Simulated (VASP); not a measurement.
# K in VASP: notebook

Runs on K. Level: PBEsol. Tasks: single point.

All numbers are computed with VASP 6.6.1; they aren't measurements. Logs are shortened: lines on timing, memory, paths and dates and some standing lists are left out, and cuts for length are marked.

## 1. The cell of the first run

Symmetry: I4/mmm, No. 139, tetragonal system. The conventional cell has a = 5.236 Å, b = 5.236 Å, c = 5.131 Å, α = 90.00°, β = 90.00°, γ = 90.00°.

## 2. Single point, PBEsol (zz strain of -2 %)

INCAR

```
SYSTEM = K
PREC = Accurate ; ENCUT = 520
EDIFF = 1E-6 ; ISMEAR = -1
SIGMA = 0.08 ; LREAL = .False.
LASPH = .True. ; NELM = 100
ALGO = Normal ; ISIF = 2
LWAVE = .False. ; LCHARG = .False.
GGA = PS ; NBANDS = 10
```

KPOINTS

```
regular mesh
0
Gamma
  10 10 10
  0 0 0
```

POSCAR

```
K
1.0
   -2.6180000000      2.6180000000      2.5656400000
    2.6180000000     -2.6180000000      2.5656400000
    2.6180000000      2.6180000000     -2.5656400000
K
1
Direct
    0.0000000000      0.0000000000      0.0000000000
```

Potentials or basis: VASP PAW PBE potentials, release 64 (K_sv).

On the command line:

```bash
$ cat potpaw_PBE.64/K_sv/POTCAR > POTCAR
$ mpirun -np 1 vasp_std > vasp.out
```

OUTCAR:

```text
SYSTEM = K
   PREC = Accurate
   ENCUT = 520
   EDIFF = 1E-6
   ISMEAR = -1
   LREAL = .False.
   LASPH = .True.
   NELM = 100
   ISIF = 2
   GGA = PS

 ion  position               nearest neighbor table
   1  0.000  0.000  0.000-

  LATTYP: Found a body centered tetragonal cell.
 ALAT       =     5.2360000000
 C/A-ratio  =     0.9800000000

  Lattice vectors:

 A1 = (  -2.6180000000,   2.6180000000,   2.5656400000)
 A2 = (   2.6180000000,  -2.6180000000,   2.5656400000)
 A3 = (   2.6180000000,   2.6180000000,  -2.5656400000)

Analysis of symmetry for initial positions (statically):
=====================================================================
 Subroutine PRICEL returns:
 Original cell was already a primitive cell.

 Routine SETGRP: Setting up the symmetry group for a
 body centered tetragonal supercell.

 Subroutine GETGRP returns: Found 16 space group operations
 (whereof 16 operations were pure point group operations)
 out of a pool of 16 trial point group operations.

The static configuration has the point symmetry D_4h.

Analysis of symmetry for dynamics (positions and initial velocities):
=====================================================================
 Subroutine PRICEL returns:
 Original cell was already a primitive cell.

 Routine SETGRP: Setting up the symmetry group for a
 body centered tetragonal supercell.

 Subroutine GETGRP returns: Found 16 space group operations
 (whereof 16 operations were pure point group operations)
 out of a pool of 16 trial point group operations.

The dynamic configuration has the point symmetry D_4h.

 Subroutine INISYM returns: Found 16 space group operations
 (whereof 16 operations are pure point group operations),
 and found     1 'primitive' translations

----------------------------------------------------------------------------------------

                                     Primitive cell

  volume of cell :      70.3388

  direct lattice vectors                    reciprocal lattice vectors
    -2.618000000  2.618000000  2.565640000     0.000000000  0.190985485  0.194883148
     2.618000000 -2.618000000  2.565640000     0.190985485  0.000000000  0.194883148
     2.618000000  2.618000000 -2.565640000     0.190985485  0.190985485  0.000000000

  length of vectors
     4.504481836  4.504481836  4.504481836     0.272864246  0.272864246  0.270094263

  position of ions in fractional coordinates (direct lattice)
     0.000000000  0.000000000  0.000000000

  ion indices of the primitive-cell ions
   primitive index   ion index
                 1           1

----------------------------------------------------------------------------------------

 KPOINTS: regular mesh

Automatic generation of k-mesh.
 Grid dimensions read from file:
 generate k-points for:   10   10   10

 Generating k-lattice:

  Cartesian coordinates                     Fractional coordinates (reciprocal lattice)
     0.000000000  0.019098549  0.019488315     0.100000000  0.000000000 -0.000000000
     0.019098549  0.000000000  0.019488315     0.000000000  0.100000000 -0.000000000
     0.019098549  0.019098549  0.000000000     0.000000000  0.000000000  0.100000000

  Length of vectors
     0.027286425  0.027286425  0.027009426

  Shift w.r.t. Gamma in fractional coordinates (k-lattice)
     0.000000000  0.000000000  0.000000000

 Subroutine IBZKPT returns following result:
 ===========================================

 Found    102 irreducible k-points:

 Following reciprocal coordinates:
            Coordinates               Weight
  0.000000  0.000000  0.000000      1.000000
  0.100000  0.000000 -0.000000      8.000000
  0.200000  0.000000 -0.000000      8.000000
  0.300000  0.000000  0.000000      8.000000
  0.400000 -0.000000  0.000000      8.000000
  0.500000  0.000000 -0.000000      4.000000
[... 16 lines left out ...]
  0.300000  0.300000  0.000000      8.000000
  0.400000  0.300000  0.000000     16.000000
 [... further k-points ...]
   k-points           NKPTS =    102   k-points in BZ     NKDIM =    102   number of bands    NBANDS=     10
   number of dos      NEDOS =    301   number of ions     NIONS =      1
   total plane-waves  NPLWV =  46656
   dimension x,y,z NGX =    36 NGY =   36 NGZ =   36
   dimension x,y,z NGXF=    72 NGYF=   72 NGZF=   72
   ions per type =               1
   NGX,Y,Z   is equivalent  to a cutoff of  13.29, 13.29, 13.29 a.u.
   NGXF,Y,Z  is equivalent  to a cutoff of  26.57, 26.57, 26.57 a.u.
 SYSTEM =  K
   PREC   = accura    normal or accurate (medium, high low for compatibility)
   ISTART =      0    job   : 0-new  1-cont  2-samecut
   ICHARG =      2    charge: 1-file 2-atom 10-const
   ISPIN  =      1    spin polarized calculation?
   LNONCOLLINEAR =      F non collinear calculations
   LSORBIT =      F    spin-orbit coupling
   LASPH  =      T    aspherical Exc in radial PAW
   ENCUT  =  520.0 eV  38.22 Ry    6.18 a.u.   8.38  8.38  8.38*2*pi/ulx,y,z
   NELM   =    100;   NELMIN=  2; NELMDL= -5     # of ELM steps
   EDIFF  = 0.1E-05   stopping-criterion for ELM
   LREAL  =      F    real-space projection
   EDIFFG = 0.1E-04   stopping-criterion for IOM
   NSW    =      0    number of steps for IOM
   IBRION =     -1    ionic relax: 0-MD 1-quasi-New 2-CG
   NFREE  =      0    steps in history (QN), initial steepest desc. (CG)
   ISIF   =      2    stress and relaxation
   ISYM   =      2    0-nonsym 1-usesym 2-fastsym
   POTIM  = 0.5000    time-step for ionic-motion
   TEBEG  =    0.0;   TEEND  =   0.0 temperature during run
   PSTRESS=    0.0 pullay stress
   NELECT =       9.0000    total number of electrons
   NUPDOWN=      -1.0000    fix difference up-down
   EMIN   =  10.00;   EMAX   =-10.00  energy-range for DOS
   EFERMI =   0.00;   METHOD = LEGACY
   ISMEAR =    -1;   SIGMA  =   0.08  broadening in eV -4-tet -1-fermi 0-gaus
   EFERMI_NEDOS =   21; number of points for ismear=-14 and -15
   IALGO  =     38    algorithm
   IMIX   =      4    mixing-type and parameters
     AMIX     =   0.40;   BMIX     =  1.00
     AMIX_MAG =   1.60;   BMIX_MAG =  1.00
  volume/ion in A,a.u.               =      70.34       474.67
  Fermi-wavevector in a.u.,A,eV,Ry     =   0.824943  1.558916  9.259188  0.680531
  Thomas-Fermi vector in A             =   1.936716
   LORBIT       =      0    0 simple, 1 ext, 2 COOP (PROOUT), +10 PAW based schemes
   GGA     = PS    functional components
   LHFCALC =     F    Hartree Fock is set to
   AEXX    =    0.0000 exact exchange contribution
   IVDW    =     0    specifies the selected vdW correction
   LEPSILON=     F    determine dielectric tensor
   LRPA    =     F    only Hartree local field effects (RPA)
 non-spin polarized calculation
  energy-cutoff  :      520.00
  volume of cell :       70.34
 maximum number of plane-waves:      1913
 NGX is ok and might be reduce to    36
   NGX = 17   NGY = 17   NGZ = 17

 number of electron       8.9999999 magnetization

 Free energy of the ion-electron system (eV)
  ---------------------------------------------------
  ext. energy  EPLUGINS =         0.00000000
  ---------------------------------------------------
  free energy    TOTEN  =        -1.13993631 eV

  energy without entropy =       -1.12202288  energy(sigma->0) =       -1.13097959

 E-fermi :  -0.0723     XC(G=0):  -5.8086

 val. band max:       -0.0879484692   @ k =   0.5000   0.2000   0.0000
 cond. band min:      -0.0544945242   @ k =   0.3000   0.2000   0.0000
 fundamental gap:      0.0334539450
 Fermi energy:        -0.0722979540

 k-point     1 :       0.0000    0.0000    0.0000
  band No.  band energies     occupation
      1     -32.0351      2.00000
      2     -15.5418      2.00000
      3     -15.5415      2.00000
      4     -15.5415      2.00000
      5      -2.2927      2.00000
      6       4.2003      0.00000
      7       4.3051      0.00000
      8       4.3051      0.00000
      9       5.1480      0.00000
     10       5.2871      0.00000

 k-point     2 :       0.1000    0.0000   -0.0000
  band No.  band energies     occupation
      1     -32.0347      2.00000
      2     -15.5495      2.00000
      3     -15.5442      2.00000
      4     -15.5417      2.00000
      5      -2.1628      2.00000
      6       4.0778      0.00000
      7       4.1002      0.00000
      8       4.3643      0.00000
      9       5.0305      0.00000
     10       5.1744      0.00000

 k-point     3 :       0.2000    0.0000   -0.0000
  band No.  band energies     occupation
      1     -32.0333      2.00000
      2     -15.5698      2.00000
      3     -15.5510      2.00000
      4     -15.5418      2.00000
      5      -1.7824      2.00000
      6       3.3738      0.00000
      7       3.7277      0.00000
      8       4.6658      0.00000
      9       5.0156      0.00000
     10       5.1342      0.00000

 k-point     4 :       0.3000    0.0000    0.0000
  band No.  band energies     occupation
      1     -32.0317      2.00000
      2     -15.5946      2.00000
      3     -15.5594      2.00000
      4     -15.5419      2.00000
      5      -1.1782      2.00000
      6       2.4479      0.00000
      7       3.3833      0.00000
      8       5.1015      0.00000
      9       5.1638      0.00000
     10       5.2102      0.00000

 k-point     5 :       0.4000   -0.0000    0.0000
  band No.  band energies     occupation
      1     -32.0304      2.00000
      2     -15.6144      2.00000
      3     -15.5662      2.00000
      4     -15.5421      2.00000
      5      -0.3960      1.96561
      6       1.4922      0.00000
      7       3.1506      0.00000
      8       5.0202      0.00000
      9       5.4494      0.00000
     10       5.8313      0.00000

 k-point     6 :       0.5000    0.0000   -0.0000
  band No.  band energies     occupation
      1     -32.0299      2.00000
      2     -15.6220      2.00000
      3     -15.5689      2.00000
      4     -15.5421      2.00000
      5       0.3861      0.00647
      6       0.6580      0.00022
      7       3.0695      0.00000
      8       4.9231      0.00000
      9       5.7897      0.00000
     10       5.9772      0.00000

 k-point     7 :       0.1000    0.1000   -0.0000
  band No.  band energies     occupation
      1     -32.0337      2.00000
      2     -15.5637      2.00000
      3     -15.5469      2.00000
      4     -15.5438      2.00000
      5      -1.9051      2.00000
      6       3.6822      0.00000
      7       3.7633      0.00000
      8       4.5379      0.00000
      9       4.8786      0.00000
     10       5.2574      0.00000

 k-point     8 :       0.2000    0.1000    0.0000
  band No.  band energies     occupation
      1     -32.0323      2.00000
      2     -15.5850      2.00000
      3     -15.5551      2.00000
      4     -15.5447      2.00000
      5      -1.4098      2.00000
      6       2.9011      0.00000
      7       3.3713      0.00000
      8       4.8503      0.00000
      9       4.9054      0.00000
     10       5.4414      0.00000

 k-point     9 :       0.3000    0.1000    0.0000
  band No.  band energies     occupation
      1     -32.0308      2.00000
      2     -15.6054      2.00000
      3     -15.5643      2.00000
      4     -15.5450      2.00000
      5      -0.7122      1.99933
      6       1.9971      0.00000
      7       3.0795      0.00000
      8       4.8618      0.00000
      9       5.3524      0.00000
     10       5.6088      0.00000
[... 118 lines left out ...]
 k-point    19 :       0.5000    0.2000    0.0000
  band No.  band energies     occupation
      1     -32.0299      2.00000
      2     -15.6089      2.00000
      3     -15.5743      2.00000
      4     -15.5492      2.00000
      5      -0.0879      1.09750
      6       1.6803      0.00000
      7       2.4893      0.00000
      8       4.7534      0.00000
      9       5.1995      0.00000
     10       5.7718      0.00000

 k-point    20 :      -0.4000    0.2000    0.0000
  band No.  band energies     occupation
      1     -32.0310      2.00000
      2     -15.5994      2.00000
      3     -15.5635      2.00000
      4     -15.5475      2.00000
      5      -0.8470      1.99988
      6       2.3637      0.00000
      7       2.8782      0.00000
      8       4.9035      0.00000
      9       5.0462      0.00000
     10       5.6577      0.00000

 k-point    21 :      -0.3000    0.2000   -0.0000
  band No.  band energies     occupation
      1     -32.0323      2.00000
      2     -15.5846      2.00000
      3     -15.5550      2.00000
      4     -15.5438      2.00000
      5      -1.4294      2.00000
      6       2.8488      0.00000
      7       3.4496      0.00000
      8       4.8124      0.00000
      9       4.9646      0.00000
     10       5.4482      0.00000

 k-point    22 :      -0.2000    0.2000    0.0000
  band No.  band energies     occupation
      1     -32.0334      2.00000
      2     -15.5698      2.00000
      3     -15.5508      2.00000
      4     -15.5412      2.00000
      5      -1.7926      2.00000
      6       3.3016      0.00000
      7       3.8155      0.00000
      8       4.7241      0.00000
      9       4.9130      0.00000
     10       5.2065      0.00000

 k-point    23 :       0.3000    0.3000    0.0000
  band No.  band energies     occupation
      1     -32.0294      2.00000
      2     -15.6042      2.00000
      3     -15.5881      2.00000
      4     -15.5517      2.00000
      5       0.7323      0.00009
      6       1.3622      0.00000
      7       1.8038      0.00000
      8       4.6403      0.00000
      9       5.2067      0.00000
     10       5.6108      0.00000

 k-point    24 :       0.4000    0.3000    0.0000
  band No.  band energies     occupation
      1     -32.0294      2.00000
      2     -15.6039      2.00000
      3     -15.5883      2.00000
      4     -15.5513      2.00000
      5       0.6822      0.00016
      6       1.3858      0.00000
      7       1.8244      0.00000
      8       4.6425      0.00000
      9       5.2616      0.00000
     10       5.5516      0.00000

 [... further k-points ...]
[... 5 lines left out ...]
  --------------------------------------------------------------------------------------
  -------------------------------------------------------------------------------------
  Total        0.0130605      0.0130605      0.0133877      0.0000000     -0.0000000      0.0000000
  in kB        0.2974911      0.2974911      0.3049462      0.0000000     -0.0000000      0.0000000
  external PRESSURE =       0.2999761 kB  Pullay stress =       0.0000000 kB

 VOLUME and BASIS-vectors are now :
 -----------------------------------------------------------------------------
  energy-cutoff  :      520.00
  volume of cell :       70.34
      direct lattice vectors                 reciprocal lattice vectors
    -2.618000000  2.618000000  2.565640000     0.000000000  0.190985485  0.194883148
     2.618000000 -2.618000000  2.565640000     0.190985485  0.000000000  0.194883148
     2.618000000  2.618000000 -2.565640000     0.190985485  0.190985485  0.000000000

 POSITION                                       TOTAL-FORCE (eV/Angst)
 -----------------------------------------------------------------------------------
      0.00000      0.00000      0.00000         0.000000     -0.000000     -0.000000
 -----------------------------------------------------------------------------------
    total drift:                               -0.000000      0.000000      0.000000

  FREE ENERGIE OF THE ION-ELECTRON SYSTEM (eV)
  ---------------------------------------------------
  free  energy   TOTEN  =        -1.1399363062 eV

  energy  without entropy=       -1.1220228784  energy(sigma->0) =       -1.13097959
```

Run time: 24 s. Hardware: 1 thread of Intel Xeon 6975P-C (Granite Rapids), shared host; peak memory 0.23 GiB.

Results:

| Item | Value |
| --- | --- |
| Free energy | -1.1399 eV |
| Pressure | 0.0 GPa |
| Band gap on the k mesh | zero (an odd number of electrons rules out a gap without spin polarisation) |

Caveat: the cell differs from its parent crystal (zz strain of -2 %); the PAW data sets were made with another functional, which shifts forces and pressure a little.

(Continued in part 2 of 2.)
